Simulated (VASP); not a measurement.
Runs of VASP 6.6.1 on Rb. The structure is that of space group Pm-3m (No. 221), or close to it. The cells are those of the table. This isn't the form of Rb at room conditions, which is bcc.

```csv
cell,k mesh,gap on the mesh (eV),pressure (GPa)
"a = 4.969 Å, 1 atom",8 × 8 × 8,none,-0.1
"a = 4.785 Å, 1 atom",11 × 11 × 11,none,0.0
"a = 4.720 Å, 1 atom",8 × 8 × 8,none,0.1
"a = 4.585 Å, 1 atom",8 × 8 × 8,none,0.3
"a = 4.785 Å, 1 atom",8 × 8 × 8,none,0.0
"a = 4.848 Å, 1 atom",8 × 8 × 8,none,0.0
"a = 4.653 Å, 1 atom",8 × 8 × 8,none,(a)
"a = 4.909 Å, 1 atom",8 × 8 × 8,none,-0.1
```

Alike in all rows: task single point; level BLYP; potentials or basis VASP PAW PBE potentials, release 64 (Rb_sv); no spin polarisation; cutoff (eV) 520; smearing fermi-dirac 0.1 eV.

**Question.** Fill in the values left out.

**Answer.** (a) 0.2.

Caveats: the PAW data sets were made with another functional, which shifts forces and pressure a little.

A k mesh can miss the band edges, and the runs leave out spin-orbit coupling on Rb.

A gap of «none» marks levels without a gap at the run's occupations.
